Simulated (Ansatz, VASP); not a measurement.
## Ni in VASP and in Ansatz

The input INCAR:

```
  ALGO = Normal
  EDIFF = 1E-6
  ENCUT = 520
  GGA = RP
  ISIF = 2
  ISMEAR = -1
  ISPIN = 2
  LASPH = T
  LCHARG = F
  LMAXMIX = 4
  LORBIT = 11
  LREAL = F
  LWAVE = F
  MAGMOM = 0.852 0.852
  NBANDS = 21
  NELM = 150
  PREC = Accurate
  SIGMA = 0.05
```

The input KPOINTS:

```
k-points
0
Gamma
  12 12 12
```

POSCAR

```
Ni
1.0
    0.0000000000      2.4742681243      2.4742681243
    2.4742681243      0.0000000000      2.4742681243
    2.4742681243      2.4742681243      0.0000000000
Ni
2
Direct
    0.1250000000      0.1250000000      0.1250000000
    0.8750000000      0.8750000000      0.8750000000
```

Input for Ansatz:

```yaml
crystal:
  lattice:
    - [0.0, 2.4742681243, 2.4742681243]
    - [2.4742681243, 0.0, 2.4742681243]
    - [2.4742681243, 2.4742681243, 0.0]
  atoms:
    - { symbol: Ni, position: [0.125, 0.125, 0.125], spin: 0.852 }
    - { symbol: Ni, position: [0.875, 0.875, 0.875], spin: 0.852 }
hamiltonian:
  xc: rpbe
  pseudopotentials:
    kind: paw
    azcp:
      Ni: "pseudopotentials/Ni.paw.azcp"
basis:
  ecutwfc: 420
  fft_grid_basis: typed
kpoints:
  mp_grid: { grid: [12, 12, 12], shift: [0, 0, 0] }
magnetization:
  spin_polarized: true
scf:
  occupations: { method: fermi_dirac, width: 0.05 }
  lower_state_search: "off"
output:
  stress: true
```

Alike in both runs: task single point; functional RPBE; k mesh 12 × 12 × 12; occupations fermi-dirac, width 0.05 eV; collinear spin.

|  | VASP | Ansatz |
| --- | --- | --- |
| version | VASP 6.6.1 | Ansatz 0.2.0 |
| potentials or method | VASP PAW PBE potentials, release 64 (Ni), cutoff 520 eV | plane waves (420 eV) with PAW, scalar-relativistic |
| valence electrons in the cell | 20 | 36 |

Ansatz gave:

* pressure (GPa): 14.0
* net moment per atom (μB): 0.79
* size of the moment on the site where the two differ most (μB): 0.83

Q: Which values does VASP return?

A: Pressure (GPa): 13.7; net moment per atom (μB): 0.77; size of the moment on the site where the two differ most (μB): 0.78.

VASP's potentials were made for PBE, not for RPBE. Site moments also hang on the region over which each program counts them. The functional is the same, so the differences come from potentials, cutoffs and numerics. VASP's potentials hold 20 valence electrons a cell and Ansatz's 36, so a difference there can come from the potentials and not from the codes.
